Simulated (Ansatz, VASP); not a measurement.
One calculation of ZrSi2, two programs

INCAR

```
ALGO = Fast ; EDIFF = 1E-6
ENCUT = 520 ; GGA = PS
ISIF = 2 ; ISMEAR = 0
LASPH = True ; LCHARG = True
LELF = True ; LREAL = False
LVHAR = True ; LWAVE = False
NBANDS = 29 ; NELM = 100
PREC = Accurate ; SIGMA = 0.15
```

File KPOINTS:

```
k-points
0
Gamma
  14 14 14
```

POSCAR

```
ZrSi2
1.0
    1.8922431544     -7.5014333681      0.0000000000
    1.8922431544      7.5014333681      0.0000000000
    0.0000000000      0.0000000000      3.7664685429
Zr Si
2 4
Direct
    0.8952826020      0.1047173980      0.7500000000
    0.1047173980      0.8952826020      0.2500000000
    0.5539585034      0.4460414966      0.7500000000
    0.4460414966      0.5539585034      0.2500000000
    0.2502317899      0.7497682101      0.7500000000
    0.7497682101      0.2502317899      0.2500000000
```

Input for Ansatz:

```yaml
crystal:
  lattice:
    - [1.8922431544, -7.5014333681, 0.0]
    - [1.8922431544, 7.5014333681, 0.0]
    - [0.0, 0.0, 3.7664685429]
  atoms:
    - { symbol: Zr, position: [0.895282602, 0.104717398, 0.75] }
    - { symbol: Zr, position: [0.104717398, 0.895282602, 0.25] }
    - { symbol: Si, position: [0.5539585034, 0.4460414966, 0.75] }
    - { symbol: Si, position: [0.4460414966, 0.5539585034, 0.25] }
    - { symbol: Si, position: [0.2502317899, 0.7497682101, 0.75] }
    - { symbol: Si, position: [0.7497682101, 0.2502317899, 0.25] }
basis:
  ecutwfc: 420
kpoints:
  mp_grid: { grid: [14, 14, 14] }
hamiltonian:
  xc: pbesol
scf:
  occupations: { method: gaussian, width: 0.15 }
output:
  forces: true
  stress: true
  eigenvalues: true
```

Change from the starting cell: strain +0.030 along x and y, +0.030 along z, atoms carried along.

Alike in both runs: task single point; functional PBEsol; k mesh 14 × 14 × 14; occupations gaussian, width 0.15 eV; no spin polarisation.

|  | VASP | Ansatz |
| --- | --- | --- |
| version | VASP 6.6.1 | Ansatz 0.2.0 |
| potentials or method | VASP PAW PBE potentials, release 64 (Zr_sv, Si), cutoff 520 eV | scalar-relativistic, plane waves, PAW |
| valence electrons in the cell | 40 | 40 |

Ansatz gave:

| Quantity | Value |
| --- | --- |
| gap on the k mesh at the Fermi level (eV) | none |
| pressure (GPa) | -10.3 |
| traceless stress, the component that is largest in VASP (GPa) | -1.02 |
| rms of the force components (eV/Å) | 0.076 |

Problem. What did VASP give for the same quantities?

Solution. gap on the k mesh at the Fermi level (eV): none; pressure (GPa): -10.2; traceless stress, the component that is largest in VASP (GPa): -1.01; rms of the force components (eV/Å): 0.077.

VASP's potentials were made for PBE, not for PBEsol. Atom by atom the forces differ by 0.001 eV/Å (rms over components). A gap of «none» marks a metal or a gap that the smearing closes. With one functional, cell and mesh, what is left measures potentials, basis and numerics.
